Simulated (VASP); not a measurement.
The system is TiO2.

```
Ti O
1.0
     2.70603   -2.70666    0.00000
     2.70603    2.70666    0.00000
    -2.63353    0.00000    4.79664
Ti O
2 4
Direct
  0.13411 0.86589 0.25000
  0.86589 0.13411 0.75000
  0.33122 0.08876 0.66715
  0.66878 0.91124 0.33285
  0.91124 0.66878 0.83285
  0.08876 0.33122 0.16715
```

| Property | Result |
| --- | --- |
| Program | VASP 6.6.1 |
| Task | relaxation of cell and atoms |
| Functional | LDA |
| Potentials or basis | VASP PAW LDA potentials, release 64 (Ti_sv, O) |
| Cutoff | 600 eV |
| k mesh | 6 × 6 × 4 |
| Occupations | gaussian, width 0.1 eV |
| Spin | no spin polarisation |

At the start: pressure -12.1 GPa; volume 11.71 Å³/atom.

**Question.** How do energy, volume and symmetry change on relaxing?

**Answer.** Over 9 steps the energy falls by 27.3 meV/atom and the volume is 11.05 Å³/atom (-5.6 %); space group C2/c (No. 15, to 0.05 Å).

The path:
```
step  energy change (eV)  largest force (eV/Å)  pressure (GPa)  volume (Å³)
   1              0.0000                0.3156          -12.12        70.26
   2              0.1539                0.8424           21.24        61.64
   3             -0.1569                0.1333           -0.32        66.50
   4             -0.1569                0.1348           -0.10        66.43
   5             -0.1605                0.1074            0.02        66.27
   6             -0.1605                0.1072            0.08        66.28
   7             -0.1616                0.0747            0.04        66.29
   8             -0.1625                0.0598           -0.01        66.32
   9             -0.1635                0.0221           -0.02        66.33
```

Final structure:
```xyz
6
Lattice="2.6498 -2.6487 -0.0027 2.6498 2.6487 -0.0027 -2.5836 0.0000 4.7278" Properties=species:S:1:pos:R:3 pbc="T T T"
Ti    2.0039    1.9679    1.1792
Ti    0.7121   -1.9679    3.5431
O    -0.6119   -0.6449    3.1494
O     3.3279    0.6449    1.5730
O     2.0361   -0.6449    3.9369
O     0.6800    0.6449    0.7855
```

Caveat: the relaxation stopped at a loose force limit of 0.05 eV/Å, so its end isn't a converged minimum.
